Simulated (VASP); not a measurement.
# NaH in VASP: settings compared, part 2 of 3

VASP 6.6.1. Earlier steps stand in the parts before.

## (3) Single point, PBE (shear xy strain -3.2%)

Input file INCAR:

```
SYSTEM = NaH
  ALGO = Normal
  EDIFF = 1E-7
  ENCUT = 520
  GGA = PE
  ISIF = 2
  ISMEAR = -1
  LASPH = .True.
  LCHARG = .True.
  LELF = .True.
  LREAL = .False.
  LVHAR = .True.
  LWAVE = .False.
  NBANDS = 11
  NELM = 60
  PREC = Accurate
  SIGMA = 0.02
```

Input file KPOINTS:

```
k-points
0
Gamma
  10 10 10
  0 0 0
```

Input file POSCAR:

```
NaH
1.0
   -0.0378806941      2.3975122873      2.3975122873
    2.3975122873     -0.0378806941      2.3975122873
    2.3596315931      2.3596315931      0.0000000000
Na H
1 1
Direct
    0.0000000000      0.0000000000      0.0000000000
    0.5000000000      0.5000000000      0.5000000000
```

Potentials or basis: VASP PAW PBE potentials, release 64 (Na_pv, H).

The run is started by

```bash
$ cat potpaw_PBE.64/Na_pv/POTCAR potpaw_PBE.64/H/POTCAR > POTCAR
$ mpirun -np 1 vasp_std > vasp.out
```

OUTCAR:

```text
SYSTEM = NaH
   EDIFF = 1E-7
   ENCUT = 520
   GGA = PE
   ISIF = 2
   ISMEAR = -1
   LASPH = .True.
   LREAL = .False.
   NELM = 60
   PREC = Accurate

 ion  position               nearest neighbor table
   1  0.000  0.000  0.000-
   2  0.500  0.500  0.500-

  LATTYP: Found a body centered orthorhombic cell.
 ALAT       =     3.3370230012
 B/A-ratio  =     1.0321072953
 C/A-ratio  =     1.4369168486

  Lattice vectors:

 A1 = (   0.0378806941,  -2.3975122873,  -2.3975122873)
 A2 = (  -0.0378806942,   2.3975122872,  -2.3975122873)
 A3 = (   2.3975122873,  -0.0378806941,   2.3975122873)

Analysis of symmetry for initial positions (statically):
=====================================================================
 Subroutine PRICEL returns:
 Original cell was already a primitive cell.

 Routine SETGRP: Setting up the symmetry group for a
 body centered orthorhombic supercell.

 Subroutine GETGRP returns: Found  8 space group operations
 (whereof  8 operations were pure point group operations)
 out of a pool of  8 trial point group operations.

The static configuration has the point symmetry D_2h.

Analysis of symmetry for dynamics (positions and initial velocities):
=====================================================================
 Subroutine PRICEL returns:
 Original cell was already a primitive cell.

 Routine SETGRP: Setting up the symmetry group for a
 body centered orthorhombic supercell.

 Subroutine GETGRP returns: Found  8 space group operations
 (whereof  8 operations were pure point group operations)
 out of a pool of  8 trial point group operations.

The dynamic configuration has the point symmetry D_2h.

 Subroutine INISYM returns: Found  8 space group operations
 (whereof  8 operations are pure point group operations),
 and found     1 'primitive' translations

----------------------------------------------------------------------------------------

                                     Primitive cell

  volume of cell :      27.5552

  direct lattice vectors                    reciprocal lattice vectors
    -0.037880694  2.397512287  2.397512287    -0.205305675  0.205305675  0.208549505
     2.397512287 -0.037880694  2.397512287     0.205305675 -0.205305675  0.208549505
     2.359631593  2.359631593  0.000000000     0.211897485  0.211897485 -0.208549505

  length of vectors
     3.390805993  3.390805993  3.337023001     0.357482498  0.357482498  0.365094487

  position of ions in fractional coordinates (direct lattice)
     0.000000000  0.000000000  0.000000000
     0.500000000  0.500000000  0.500000000

  ion indices of the primitive-cell ions
   primitive index   ion index
                 1           1
                 2           2

----------------------------------------------------------------------------------------

 KPOINTS: k-points

Automatic generation of k-mesh.
 Grid dimensions read from file:
 generate k-points for:   10   10   10

 Generating k-lattice:

  Cartesian coordinates                     Fractional coordinates (reciprocal lattice)
    -0.020530568  0.020530568  0.020854950     0.100000000  0.000000000  0.000000000
     0.020530568 -0.020530568  0.020854950     0.000000000  0.100000000  0.000000000
     0.021189748  0.021189748 -0.020854950     0.000000000  0.000000000  0.100000000

  Length of vectors
     0.035748250  0.035748250  0.036509449

  Shift w.r.t. Gamma in fractional coordinates (k-lattice)
     0.000000000  0.000000000  0.000000000

 Subroutine IBZKPT returns following result:
 ===========================================

 Found    171 irreducible k-points:

 Following reciprocal coordinates:
            Coordinates               Weight
  0.000000  0.000000  0.000000      1.000000
  0.100000  0.000000  0.000000      4.000000
  0.200000  0.000000  0.000000      4.000000
  0.300000  0.000000  0.000000      4.000000
  0.400000  0.000000  0.000000      4.000000
  0.500000  0.000000  0.000000      2.000000
[... 16 lines left out ...]
  0.300000  0.300000  0.000000      2.000000
  0.400000  0.300000  0.000000      4.000000
 [... further k-points ...]
   k-points           NKPTS =    171   k-points in BZ     NKDIM =    171   number of bands    NBANDS=     11
   number of dos      NEDOS =    301   number of ions     NIONS =      2
   total plane-waves  NPLWV =  21952
   dimension x,y,z NGX =    28 NGY =   28 NGZ =   28
   dimension x,y,z NGXF=    56 NGYF=   56 NGZF=   56
   ions per type =               1   1
   NGX,Y,Z   is equivalent  to a cutoff of  13.73, 13.73, 13.95 a.u.
   NGXF,Y,Z  is equivalent  to a cutoff of  27.46, 27.46, 27.90 a.u.
 SYSTEM =  NaH
   PREC   = accura    normal or accurate (medium, high low for compatibility)
   ISTART =      0    job   : 0-new  1-cont  2-samecut
   ICHARG =      2    charge: 1-file 2-atom 10-const
   ISPIN  =      1    spin polarized calculation?
   LNONCOLLINEAR =      F non collinear calculations
   LSORBIT =      F    spin-orbit coupling
   LASPH  =      T    aspherical Exc in radial PAW
   ENCUT  =  520.0 eV  38.22 Ry    6.18 a.u.   6.30  6.30  6.20*2*pi/ulx,y,z
   NELM   =     60;   NELMIN=  2; NELMDL= -5     # of ELM steps
   EDIFF  = 0.1E-06   stopping-criterion for ELM
   LREAL  =      F    real-space projection
   EDIFFG = 0.1E-05   stopping-criterion for IOM
   NSW    =      0    number of steps for IOM
   IBRION =     -1    ionic relax: 0-MD 1-quasi-New 2-CG
   NFREE  =      0    steps in history (QN), initial steepest desc. (CG)
   ISIF   =      2    stress and relaxation
   ISYM   =      2    0-nonsym 1-usesym 2-fastsym
   POTIM  = 0.5000    time-step for ionic-motion
   TEBEG  =    0.0;   TEEND  =   0.0 temperature during run
   PSTRESS=    0.0 pullay stress
   NELECT =       8.0000    total number of electrons
   NUPDOWN=      -1.0000    fix difference up-down
   EMIN   =  10.00;   EMAX   =-10.00  energy-range for DOS
   EFERMI =   0.00;   METHOD = LEGACY
   ISMEAR =    -1;   SIGMA  =   0.02  broadening in eV -4-tet -1-fermi 0-gaus
   EFERMI_NEDOS =   21; number of points for ismear=-14 and -15
   IALGO  =     38    algorithm
   IMIX   =      4    mixing-type and parameters
     AMIX     =   0.40;   BMIX     =  1.00
     AMIX_MAG =   1.60;   BMIX_MAG =  1.00
  volume/ion in A,a.u.               =      13.78        92.98
  Fermi-wavevector in a.u.,A,eV,Ry     =   1.084019  2.048498 15.988161  1.175097
  Thomas-Fermi vector in A             =   2.220099
   LORBIT       =      0    0 simple, 1 ext, 2 COOP (PROOUT), +10 PAW based schemes
   GGA     = PE    functional components
   LHFCALC =     F    Hartree Fock is set to
   AEXX    =    0.0000 exact exchange contribution
   IVDW    =     0    specifies the selected vdW correction
   LEPSILON=     F    determine dielectric tensor
   LRPA    =     F    only Hartree local field effects (RPA)
 non-spin polarized calculation
  energy-cutoff  :      520.00
  volume of cell :       27.56
 maximum number of plane-waves:       759
 NGX is ok and might be reduce to    28
   NGX = 13   NGY = 13   NGZ = 13

 number of electron       7.9999997 magnetization

 Free energy of the ion-electron system (eV)
  ---------------------------------------------------
  ext. energy  EPLUGINS =         0.00000000
  ---------------------------------------------------
  free energy    TOTEN  =        -5.08436829 eV

  energy without entropy =       -5.08436829  energy(sigma->0) =       -5.08436829

 E-fermi :  -0.5650     XC(G=0):  -7.8497

 val. band max:       -1.0514694951   @ k =  -0.3000   0.2000   0.5000
 cond. band min:       2.6675955586   @ k =   0.5000   0.0000   0.0000
 fundamental gap:      3.7190650538
 Fermi energy:        -0.5650386096

 k-point     1 :       0.0000    0.0000    0.0000
  band No.  band energies     occupation
      1     -23.1036      2.00000
      2     -23.1012      2.00000
      3     -23.0986      2.00000
      4      -4.7215      2.00000
      5       9.5778      0.00000
      6      14.3719      0.00000
      7      14.7612      0.00000
      8      15.1230      0.00000
      9      15.2882      0.00000
     10      15.5284      0.00000
     11      16.0383      0.00000
[... 309 lines left out ...]
 k-point    24 :       0.4000    0.3000    0.0000
  band No.  band energies     occupation
      1     -23.1754      2.00000
      2     -23.1286      2.00000
      3     -23.1285      2.00000
      4      -2.2068      2.00000
      5       4.8612      0.00000
      6       8.1794      0.00000
      7      10.7378      0.00000
      8      11.1978      0.00000
      9      12.8143      0.00000
     10      20.2310      0.00000
     11      21.8241      0.00000

 [... further k-points ...]
[... 5 lines left out ...]
  --------------------------------------------------------------------------------------
  -------------------------------------------------------------------------------------
  Total        0.0936841      0.0936841      0.0876482      0.1243003      0.0000000      0.0000000
  in kB        5.4471886      5.4471886      5.0962377      7.2273432      0.0000000      0.0000000
  external PRESSURE =       5.3302050 kB  Pullay stress =       0.0000000 kB

 VOLUME and BASIS-vectors are now :
 -----------------------------------------------------------------------------
  energy-cutoff  :      520.00
  volume of cell :       27.56
      direct lattice vectors                 reciprocal lattice vectors
    -0.037880694  2.397512287  2.397512287    -0.205305675  0.205305675  0.208549505
     2.397512287 -0.037880694  2.397512287     0.205305675 -0.205305675  0.208549505
     2.359631593  2.359631593  0.000000000     0.211897485  0.211897485 -0.208549505

 POSITION                                       TOTAL-FORCE (eV/Angst)
 -----------------------------------------------------------------------------------
      0.00000      0.00000      0.00000         0.000000      0.000000      0.000000
      2.35963      2.35963      2.39751        -0.000000      0.000000     -0.000000
 -----------------------------------------------------------------------------------
    total drift:                               -0.000000     -0.000000     -0.000000

  FREE ENERGIE OF THE ION-ELECTRON SYSTEM (eV)
  ---------------------------------------------------
  free  energy   TOTEN  =        -5.0843682852 eV

  energy  without entropy=       -5.0843682852  energy(sigma->0) =       -5.08436829
```

It took 20 s on 1 thread of Intel Xeon 6975P-C (Granite Rapids), shared host; peak memory 0.18 GiB.

Results:

```yaml
Free_energy: -5.0844 eV
Pressure: 0.5 GPa
Band_gap_on_the_k_mesh: 3.72 eV, indirect (least direct gap 4.64 eV)
```

Levels at points of the mesh, in eV from the valence-band top:
| k point | band 2 | band 3 | band 4 | band 5 | band 6 | band 7 |
| --- | --- | --- | --- | --- | --- | --- |
| (0.00, 0.00, 0.00) | -22.05 | -22.05 | -3.67 | 10.63 | 15.42 | 15.81 |
| (0.50, 0.00, 0.00) | -22.06 | -22.06 | -0.92 | 3.72 | 11.07 | 13.54 |
| (0.50, 0.50, 0.00) | -22.08 | -22.08 | -0.17 | 4.70 | 10.10 | 10.44 |
| (0.00, 0.00, 0.50) | -22.06 | -22.06 | -0.78 | 3.91 | 10.84 | 13.25 |
| (0.50, 0.00, 0.50) | -22.08 | -22.08 | -0.16 | 4.70 | 10.14 | 10.84 |

Caveat: the cell differs from its parent crystal (shear xy strain -3.2%). A k mesh can miss the band edges.

(Continued in part 3 of 3.)
